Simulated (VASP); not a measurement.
Input of a VASP 6.6.1 run:

File INCAR:

```
ALGO     = Normal         # electronic algorithm
EDIFF    = 1E-7           # SCF threshold, eV
ENCUT    = 520            # plane-wave cutoff, eV
GGA      = CA             # functional
ISIF     = 2              # what is computed and relaxed
ISMEAR   = -5             # smearing method
LASPH    = True           # aspherical terms in the spheres
LCHARG   = False          # write CHGCAR
LREAL    = False          # projectors in reciprocal space
LWAVE    = False          # write WAVECAR
NBANDS   = 7              # bands
NELM     = 80             # most SCF steps
PREC     = Accurate       # precision mode
SIGMA    = 0.05           # smearing width, eV
```

The input KPOINTS:

```
k-points
0
Gamma
  10 10 10
```

File POSCAR:

```
Mg
1.0
    0.0000000000      2.2442560000      2.2442560000
    2.2442560000      0.0000000000      2.2442560000
    2.2442560000      2.2442560000      0.0000000000
Mg
1
Direct
    0.0000000000      0.0000000000      0.0000000000
```

Potentials or basis: VASP PAW LDA potentials, release 64 (Mg).

Command:

```console
$ cat potpaw_LDA.64/Mg/POTCAR > POTCAR
$ mpirun -np 1 vasp_std > vasp.out
```

Task: What does it give for the pressure?

Result: -2.0 GPa.

Task: What does it give for the band gap on the k mesh?

Result: Zero (band 1 reaches 3.39 eV, above the bottom of band 2 at 1.22 eV).

Caveat: tetrahedron occupations give inexact forces and stress in metals.
